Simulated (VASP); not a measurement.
Runs of VASP 6.6.1 on GaN. The structure is that of space group F-43m (No. 216), or close to it. The cells are those of the table. 

| cell | gap on the mesh (eV) | pressure (GPa) |
| --- | --- | --- |
| a = 3.243 Å, angles 60.0°, 2 atoms | 1.35 | (a) |
| a = 3.215 Å, angles 60.0°, 2 atoms | 1.51 | -5.8 |
| a = 3.100 Å, angles 60.0°, 2 atoms | 2.22 | (b) |
| a = 3.129 Å, angles 60.0°, 2 atoms | 2.03 | 10.0 |
| a = 3.270 Å, angles 60.0°, 2 atoms | 1.19 | -13.1 |
| a = 3.158 Å, angles 60.0°, 2 atoms | 1.86 | 3.9 |

Alike in all rows: task single point; level PBEsol; potentials or basis VASP PAW PBE potentials, release 64 (Ga_d, N); no spin polarisation; k mesh 8 × 8 × 8; cutoff (eV) 520; smearing gaussian 0.01 eV.

Task: Estimate the missing entries.

Result: (a) -9.7; (b) 17.0.

Caveats: the PAW data sets were made with another functional, which shifts forces and pressure a little.

A k mesh can miss the band edges, and the runs leave out spin-orbit coupling on Ga.
